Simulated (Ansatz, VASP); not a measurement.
# Two plane-wave programs on Ca

```
CELL_PARAMETERS angstrom
3.49057 0.00000 0.00000
0.00000 3.49057 0.00000
0.00000 0.00000 3.49057
ATOMIC_POSITIONS crystal
Ca 0.00000 0.00000 0.00000
```

Change from the starting cell: volume scaled by 0.975, PAW files.

Alike in both runs: task electric field gradients; functional PBE; k mesh 13 × 13 × 13; occupations fermi-dirac, width 0.05 eV; no spin polarisation.

|  | VASP | Ansatz |
| --- | --- | --- |
| version | VASP 6.6.1 | Ansatz 0.2.0 |
| potentials or method | VASP PAW PBE potentials, release 64 (Ca_sv) | PAW with Ansatz's default frozen-core files, scalar-relativistic |
| plane-wave cutoff (eV) | 520 | 420 |
| valence electrons in the cell | 10 | 10 |

|  | VASP | Ansatz | Ansatz less VASP |
| --- | --- | --- | --- |
| pressure (GPa) | 0.3 | 0.3 | -0.01 |
